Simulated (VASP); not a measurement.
# AlN (wurtzite type) (P6_3mc) in VASP: notebook, part 2 of 2

VASP 6.6.1. The steps go on from the part before.

### 4 Single point, PBE

This run uses another cell than the first one: it holds 8 atoms, not 4.

The input, INCAR:

```
SYSTEM = AlN
PREC = Accurate ; ENCUT = 520
EDIFF = 1E-7 ; ISMEAR = -1
SIGMA = 0.02 ; LREAL = .False.
LASPH = .True. ; NELM = 100
ALGO = Normal ; ISIF = 2
LWAVE = .False. ; LCHARG = .False.
GGA = PE ; NBANDS = 26
```

The input, KPOINTS:

```
regular mesh
0
Gamma
  10 6 6
  0 0 0
```

The input, POSCAR:

```
AlN
1.0
   -1.5650789238      2.7107962138      0.0000000000
    0.0000000000      0.0000000000      5.0181096024
    4.6952367713      2.7107962138      0.0000000000
Al N
4 4
Direct
    0.5000000000      0.9972403060      0.1666666670
    0.0000000000      0.9972403060      0.6666666670
    0.0000000000      0.4972403060      0.3333333330
    0.5000000000      0.4972403060      0.8333333330
    0.5000000000      0.3787596940      0.1666666670
    0.0000000000      0.3787596940      0.6666666670
    0.0000000000      0.8787596940      0.3333333330
    0.5000000000      0.8787596940      0.8333333330
```

Potentials or basis: VASP PAW PBE potentials, release 64 (Al, N).

Launch:

```bash
$ cat potpaw_PBE.64/Al/POTCAR potpaw_PBE.64/N/POTCAR > POTCAR
$ mpirun -np 1 vasp_std > vasp.out
```

OUTCAR:

```text
SYSTEM = AlN
   PREC = Accurate
   ENCUT = 520
   EDIFF = 1E-7
   ISMEAR = -1
   LREAL = .False.
   LASPH = .True.
   NELM = 100
   ISIF = 2
   GGA = PE

 ion  position               nearest neighbor table
   1  0.500  0.997  0.167-   7 1.90   7 1.90   8 1.90   5 1.91   3 3.09   3 3.09   3 3.09   3 3.09
                             4 3.09   4 3.09   2 3.13   2 3.13   2 3.13   2 3.13
   2  0.000  0.997  0.667-   8 1.90   8 1.90   7 1.90   6 1.91   4 3.09   4 3.09   4 3.09   4 3.09
                             3 3.09   3 3.09   1 3.13   1 3.13   1 3.13   1 3.13
   3  0.000  0.497  0.333-   5 1.90   5 1.90   6 1.90   7 1.91   1 3.09   1 3.09   1 3.09   1 3.09
                             2 3.09   2 3.09   4 3.13   4 3.13   4 3.13   4 3.13
   4  0.500  0.497  0.833-   6 1.90   6 1.90   5 1.90   8 1.91   2 3.09   2 3.09   2 3.09   2 3.09
                             1 3.09   1 3.09   3 3.13   3 3.13   3 3.13   3 3.13
   5  0.500  0.379  0.167-   3 1.90   3 1.90   4 1.90   1 1.91
   6  0.000  0.379  0.667-   4 1.90   4 1.90   3 1.90   2 1.91
   7  0.000  0.879  0.333-   1 1.90   1 1.90   2 1.90   3 1.91
   8  0.500  0.879  0.833-   2 1.90   2 1.90   1 1.90   4 1.91

  LATTYP: Found a simple orthorhombic cell.
 ALAT       =     3.1301578475
 B/A-ratio  =     1.6031490573
 C/A-ratio  =     1.7320508076
[... 212 lines left out ...]
 cond. band min:      10.0078415592   @ k =   0.0000   0.0000   0.0000
 fundamental gap:      4.0435836773
 Fermi energy:         6.4176737258

 k-point     1 :       0.0000    0.0000    0.0000
  band No.  band energies     occupation
      1      -9.1030      2.00000
      2      -7.1893      2.00000
      3      -7.0203      2.00000
      4      -6.5144      2.00000
      5       0.0587      2.00000
      6       0.5894      2.00000
[... 685 lines left out ...]
     25      17.2525      0.00000
     26      17.2525      0.00000

 [... further k-points ...]
[... 5 lines left out ...]
  --------------------------------------------------------------------------------------
  -------------------------------------------------------------------------------------
  Total       -0.1514417     -0.1514264     -0.1208872     -0.0000133      0.0000000     -0.0000000
  in kB       -2.8491991     -2.8489112     -2.2743518     -0.0002493      0.0000000     -0.0000000
  external PRESSURE =      -2.6574873 kB  Pullay stress =       0.0000000 kB

 VOLUME and BASIS-vectors are now :
 -----------------------------------------------------------------------------
  energy-cutoff  :      520.00
  volume of cell :       85.16
      direct lattice vectors                 reciprocal lattice vectors
    -1.565078924  2.710796214  0.000000000    -0.159736353  0.276671480  0.000000000
     0.000000000  0.000000000  5.018109602     0.000000000  0.000000000  0.199278230
     4.695236771  2.710796214  0.000000000     0.159736353  0.092223827  0.000000000

 POSITION                                       TOTAL-FORCE (eV/Angst)
 -----------------------------------------------------------------------------------
      0.00000      1.80720      5.00426        -0.000002     -0.000001     -0.000088
      3.13016      1.80720      5.00426        -0.000002     -0.000001     -0.000088
      1.56508      0.90360      2.49521         0.000002      0.000001     -0.000088
      3.13016      3.61439      2.49521         0.000002      0.000001     -0.000088
      0.00000      1.80720      1.90066        -0.000089     -0.000051      0.000088
      3.13016      1.80720      1.90066        -0.000089     -0.000051      0.000088
      1.56508      0.90360      4.40971         0.000089      0.000051      0.000088
      3.13016      3.61439      4.40971         0.000089      0.000051      0.000088
 -----------------------------------------------------------------------------------
    total drift:                               -0.000001     -0.000001      0.000944

  FREE ENERGIE OF THE ION-ELECTRON SYSTEM (eV)
  ---------------------------------------------------
  free  energy   TOTEN  =       -59.5610155202 eV

  energy  without entropy=      -59.5610155202  energy(sigma->0) =      -59.56101552
```

OSZICAR:

```text
N       E                     dE             d eps       ncg     rms          rms(c)
DAV:   1     0.109055541773E+03    0.10906E+03   -0.14734E+04  4992   0.111E+03
DAV:   2    -0.592080811753E+02   -0.16826E+03   -0.15780E+03  6684   0.226E+02
DAV:   3    -0.688242601840E+02   -0.96162E+01   -0.95616E+01  6754   0.552E+01
DAV:   4    -0.689124890682E+02   -0.88229E-01   -0.88173E-01  5908   0.604E+00
DAV:   5    -0.689137367196E+02   -0.12477E-02   -0.12473E-02  6622   0.719E-01    0.171E+01
DAV:   6    -0.595171279055E+02    0.93966E+01   -0.29758E+01  6292   0.290E+01    0.593E+00
DAV:   7    -0.595846110556E+02   -0.67483E-01   -0.15929E+00  5962   0.643E+00    0.411E+00
DAV:   8    -0.595720180253E+02    0.12593E-01   -0.17077E-01  5764   0.286E+00    0.736E-01
DAV:   9    -0.595598981169E+02    0.12120E-01   -0.46892E-02  6604   0.111E+00    0.349E-01
DAV:  10    -0.595612119568E+02   -0.13138E-02   -0.58839E-03  5852   0.386E-01    0.211E-01
DAV:  11    -0.595610110266E+02    0.20093E-03   -0.55555E-04  6092   0.131E-01    0.522E-02
DAV:  12    -0.595610156959E+02   -0.46692E-05   -0.26087E-05  5604   0.337E-02    0.163E-02
DAV:  13    -0.595610154748E+02    0.22107E-06   -0.12924E-05  6280   0.189E-02    0.946E-03
DAV:  14    -0.595610154584E+02    0.16400E-07   -0.11968E-06  6068   0.686E-03    0.200E-03
DAV:  15    -0.595610155202E+02   -0.61841E-07   -0.97914E-08  3188   0.186E-03
   1 F= -.59561016E+02 E0= -.59561016E+02  d E =-.633174E-12
```

stdout:

```text
POSCAR found type information on POSCAR AlN
 POSCAR found :  2 types and       8 ions
 scaLAPACK will be used
 LDA part: xc-table for (Slater+PW92), standard interpolation
 POSCAR, INCAR and KPOINTS ok, starting setup
 FFT: planning ... GRIDC
 FFT: planning ... GRID_SOFT
 FFT: planning ... GRID
 WAVECAR not read
 entering main loop
```

It took 3.2 min on 1 thread of Intel Xeon Platinum 8488C (Sapphire Rapids), shared host; peak memory 0.29 GiB.

What came out:

```yaml
Free_energy: -59.5610 eV
Pressure: -0.3 GPa
Band_gap_on_the_k_mesh: 4.04 eV
```

### 5 Overview

```csv
task,cell,k mesh,cutoff (eV),gap on the mesh (eV),pressure (GPa)
single point,"a = 3.130, b = 3.130, c = 5.018 Å, angles 90.0, 90.0, 120.0°, 4 atoms",12 × 12 × 7,520,4.04,-0.2
relaxation of cell and atoms,"relaxed from a = 3.049, b = 3.049, c = 4.969 Å, angles 90.0, 90.0, 120.0°, 4 atoms",12 × 12 × 7,600,4.06,0.0
single point,"a = 3.130, b = 5.018, c = 5.422 Å, 8 atoms",10 × 6 × 6,520,4.04,-0.3
```

Alike in all rows: level PBE; potentials or basis VASP PAW PBE potentials, release 64 (Al, N); no spin polarisation; smearing fermi-dirac 0.02 eV.

Total energies depend on the potentials used, so only differences within one code and one set of settings carry meaning.
